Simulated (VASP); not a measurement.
Wanted: the native input for a VASP 6.6.1 run.

| Quantity | Value |
| --- | --- |
| Task | single point |
| Functional | PBE |
| Potentials or basis | VASP PAW PBE potentials, release 64 (Ca_sv, Ga_d, I) |
| Cutoff | 520 eV |
| k mesh | 3 × 3 × 4 |
| Occupations | gaussian, width 0.1 eV |
| Spin | no spin polarisation |
| Dipole correction | no |
| Further INCAR settings | ALGO = Normal; EDIFF = 1e-07; NBANDS = 55 |

The structure of CaGaI3 lies in POSCAR:

```
CaGaI3
1.0
    7.7046750000      0.0000000000      0.0000000000
   -3.8523375000      6.6724442800      0.0000000000
    0.0000000000      0.0000000000      6.4719270000
Ca Ga I
2 2 6
Direct
    0.3333333300      0.6666666700      0.7500000000
    0.6666666700      0.3333333300      0.2500000000
    0.0000000000      0.0000000000      0.0000000000
    0.0000000000      0.0000000000      0.5000000000
    0.8333333300      0.6666666700      0.7500000000
    0.3333333300      0.1666666700      0.7500000000
    0.8333333300      0.1666666700      0.7500000000
    0.1666666700      0.3333333300      0.2500000000
    0.6666666700      0.8333333300      0.2500000000
    0.1666666700      0.8333333300      0.2500000000
```

One way to write it, as run:

INCAR

```
SYSTEM = CaGaI3
ALGO     = Normal         ! electronic algorithm
EDIFF    = 1E-7           ! SCF threshold, eV
ENCUT    = 520            ! plane-wave cutoff, eV
GGA      = PE             ! functional
ISIF     = 2              ! what is computed and relaxed
ISMEAR   = 0              ! smearing method
LASPH    = .TRUE.         ! aspherical terms in the spheres
LCHARG   = .TRUE.         ! write CHGCAR
LELF     = .TRUE.         ! ELF
LREAL    = .FALSE.        ! projectors in reciprocal space
LVHAR    = .TRUE.       
LWAVE    = .FALSE.        ! write WAVECAR
NBANDS   = 55             ! bands
NELM     = 100            ! most SCF steps
PREC     = Accurate       ! precision mode
SIGMA    = 0.1            ! smearing width, eV
```

KPOINTS

```
k-points
0
G
  3 3 4
  0 0 0
```

Potentials or basis: VASP PAW PBE potentials, release 64 (Ca_sv, Ga_d, I).

Command:

```bash
$ cat potpaw_PBE.64/Ca_sv/POTCAR potpaw_PBE.64/Ga_d/POTCAR potpaw_PBE.64/I/POTCAR > POTCAR
$ mpirun -np 1 vasp_std > vasp.out
```

Results of the run:

| Quantity | Value |
| --- | --- |
| Pressure | 4.9 GPa |
| Largest force | 1.879 eV/Å |
| Band gap on the k mesh | zero (bands 44 and 45 overlap by 1.46 eV) |

Caveat: the cell stands under pressure; spin-orbit coupling is left out, which moves the levels of the heavy elements; forces of over 1 eV/Å act on the atoms, so gaps and moduli don't describe the material at rest.

Run time: 5.9 min on 1 thread of AMD EPYC 7R43 64-Core Processor (Zen 3), on a shared host, peak memory 0.45 GiB.
